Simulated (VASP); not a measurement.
A run of VASP 6.6.1 is set up as follows.

File POSCAR:

```
C
1.0
    2.5221000000      0.0000000000      0.0000000000
   -1.2610500000      2.1842026709      0.0000000000
    0.0000000000      0.0000000000     12.3557000000
C
12
Direct
    0.0000000000      0.0000000000      0.1875000000
    0.0000000000      0.0000000000      0.6875000000
    0.0000000000      0.0000000000      0.3125000000
    0.0000000000      0.0000000000      0.8125000000
    0.3333333333      0.6666666667      0.5208300000
    0.6666666667      0.3333333333      0.0208300000
    0.3333333333      0.6666666667      0.9791700000
    0.6666666667      0.3333333333      0.4791700000
    0.3333333333      0.6666666667      0.6458300000
    0.6666666667      0.3333333333      0.1458300000
    0.3333333333      0.6666666667      0.8541700000
    0.6666666667      0.3333333333      0.3541700000
```

INCAR.step1

```
SYSTEM = C
PREC = Accurate
ENCUT = 520
ISMEAR = 0
SIGMA = 0.1
LREAL = .FALSE.
LASPH = .TRUE.
NELM = 80
NBANDS = 36
GGA = PE
ALGO = Normal
EDIFF = 1E-4
LWAVE = .TRUE.
LCHARG = .FALSE.
```

Contents of INCAR.step2:

```
SYSTEM = C
PREC = Accurate
ENCUT = 520
EDIFF = 1E-6
ISMEAR = 0
SIGMA = 0.1
LREAL = .FALSE.
LASPH = .TRUE.
NELM = 80
ALGO = Normal
ISIF = 2
LWAVE = .FALSE.
LCHARG = .TRUE.
METAGGA = R2SCAN
LMIXTAU = .TRUE.
LELF = .TRUE.
LVHAR = .TRUE.
NBANDS = 36
ISTART = 1
```

File KPOINTS:

```
Automatic mesh
0
G
  12 12 2
  0 0 0
```

Potentials or basis: VASP PAW PBE potentials, release 64 (C).

The run is started by

```sh
$ cat potpaw_PBE.64/C/POTCAR > POTCAR
$ cp INCAR.step1 INCAR
$ mpirun -np 1 vasp_std > vasp.out
$ cp INCAR.step2 INCAR
$ mpirun -np 1 vasp_std > vasp.out
```

**Question.** Estimate the largest force.

**Answer.** 0.344 eV/Å.

**Question.** Estimate the pressure.

**Answer.** -1.0 GPa.

Forces on the atoms (eV/Å):
```
C    0.000  0.000 -0.344
C    0.000  0.000 -0.344
C    0.000  0.000  0.344
C    0.000  0.000  0.344
C    0.000  0.000  0.029
C    0.000  0.000  0.029
C    0.000  0.000 -0.029
C    0.000  0.000 -0.029
C    0.000  0.000 -0.340
C    0.000  0.000 -0.340
C    0.000  0.000  0.340
C    0.000  0.000  0.340
```

Caveat: the PAW data sets were made with another functional, which shifts forces and pressure a little.
